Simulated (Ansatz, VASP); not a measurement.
One calculation of Hf, two programs

INCAR

```
  ALGO = Normal
  EDIFF = 1E-6
  ENCUT = 520
  ISIF = 2
  ISMEAR = 0
  LASPH = T
  LCHARG = F
  LREAL = F
  LWAVE = F
  NBANDS = 17
  NELM = 60
  PREC = Accurate
  SIGMA = 0.1
```

The input KPOINTS:

```
k-points
0
Gamma
  6 6 4
```

POSCAR

```
Hf
1.0
    3.1923846300      0.0000000000      0.0000000000
   -1.5961923200      2.7646861900      0.0000000000
    0.0000000000      0.0000000000      5.0450416400
Hf
2
Direct
    0.3333333300      0.6666666700      0.2500000000
    0.6666666700      0.3333333300      0.7500000000
```

Input for Ansatz:

```yaml
crystal:
  lattice:
    - [3.19238463, 0.0, 0.0]
    - [-1.59619232, 2.76468619, 0.0]
    - [0.0, 0.0, 5.04504164]
  atoms:
    - { symbol: Hf, position: [0.33333333, 0.66666667, 0.25] }
    - { symbol: Hf, position: [0.66666667, 0.33333333, 0.75] }
basis:
  ecutwfc: 420
kpoints:
  mp_grid: { grid: [6, 6, 4] }
hamiltonian:
  xc: lda
  pseudopotentials: { kind: paw, azcp: { folder: soft_1 } }
scf:
  occupations: { method: gaussian, width: 0.1 }
output:
  forces: true
  stress: true
  eigenvalues: true
```

Alike in both runs: task single point; functional LDA; k mesh 6 × 6 × 4; occupations gaussian, width 0.1 eV; no spin polarisation.

|  | VASP | Ansatz |
| --- | --- | --- |
| version | VASP 6.6.1 | Ansatz 0.2.0 |
| potentials or method | VASP PAW LDA potentials, release 64 (Hf_pv), cutoff 520 eV | scalar-relativistic, plane waves, PAW |
| valence electrons in the cell | 20 | 52 |

|  | VASP | Ansatz | Ansatz less VASP |
| --- | --- | --- | --- |
| gap on the k mesh at the Fermi level (eV) | none | none | - |
| pressure (GPa) | -7.1 | -7.2 | 0.00 |
| traceless stress, the component that is largest in VASP (GPa) | 0.33 | 0.39 | +0.060 |

Ansatz warns that its potentials were made for another functional, while VASP's fit it. LDA's correlation is that of Perdew and Zunger in VASP and of Perdew and Wang (1992) in Ansatz. A gap of «none» marks a metal or a gap that the smearing closes. VASP's potentials hold 20 valence electrons a cell and Ansatz's 52, so a difference there can come from the potentials and not from the codes.

The k mesh is coarse, so the values compare programs but aren't converged. Neither program's run includes spin-orbit coupling.
